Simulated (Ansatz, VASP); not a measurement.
**Pt in VASP and in Ansatz**

File POSCAR:

```
Pt
1.0
   -1.5930286872      1.5930286872      1.6165709830
    1.5930286872     -1.5930286872      1.6165709830
    1.5930286872      1.5930286872     -1.6165709830
Pt
1
Direct
    0.0000000000      0.0000000000      0.0000000000
```

The input INCAR.step1:

```
PREC = Accurate
ENCUT = 520
ISMEAR = 0
SIGMA = 0.15
LREAL = F
LASPH = T
NELM = 60
NBANDS = 11
GGA = PE
ALGO = Normal
EDIFF = 1E-4
LWAVE = T
LCHARG = F
```

INCAR.step2

```
PREC = Accurate
ENCUT = 520
EDIFF = 1E-7
ISMEAR = 0
SIGMA = 0.15
LREAL = F
LASPH = T
NELM = 60
ALGO = Normal
ISIF = 2
LWAVE = F
LCHARG = F
METAGGA = R2SCAN
LMIXTAU = T
NBANDS = 11
ISTART = 1
```

File KPOINTS:

```
Automatic mesh
0
Gamma
  26 26 26
```

Input for Ansatz:

```yaml
crystal:
  lattice:
    - [-1.5930286872, 1.5930286872, 1.616570983]
    - [1.5930286872, -1.5930286872, 1.616570983]
    - [1.5930286872, 1.5930286872, -1.616570983]
  atoms:
    - { symbol: Pt, position: [0.0, 0.0, 0.0] }
basis:
  ecutwfc: 500
kpoints:
  mp_grid: { grid: [26, 26, 26] }
hamiltonian:
  xc: r2scan
scf:
  occupations: { method: gaussian, width: 0.15 }
output:
  forces: true
  stress: true
  eigenvalues: true
```

Change from the starting cell: strain +0.015 along x and y, +0.030 along z, atoms carried along.

Alike in both runs: task single point; functional r2SCAN; k mesh 26 × 26 × 26; occupations gaussian, width 0.15 eV; no spin polarisation.

|  | VASP | Ansatz |
| --- | --- | --- |
| version | VASP 6.6.1 | Ansatz 0.2.0 |
| potentials or method | VASP PAW PBE potentials, release 64 (Pt), cutoff 520 eV | scalar-relativistic, plane waves, PAW |
| valence electrons in the cell | 10 | 18 |

|  | VASP | Ansatz | Ansatz less VASP |
| --- | --- | --- | --- |
| gap on the k mesh at the Fermi level (eV) | none | none | - |
| pressure (GPa) | -12.6 | -13.0 | -0.41 |
| traceless stress, the component that is largest in VASP (GPa) | 0.70 | 0.69 | -0.006 |

VASP's potentials were made for PBE, not for r2SCAN. A gap of «none» marks a metal or a gap that the smearing closes. The functional is the same, so the differences come from potentials, cutoffs and numerics. VASP's potentials hold 10 valence electrons a cell and Ansatz's 18, so a difference there can come from the potentials and not from the codes.

Neither program's run includes spin-orbit coupling.
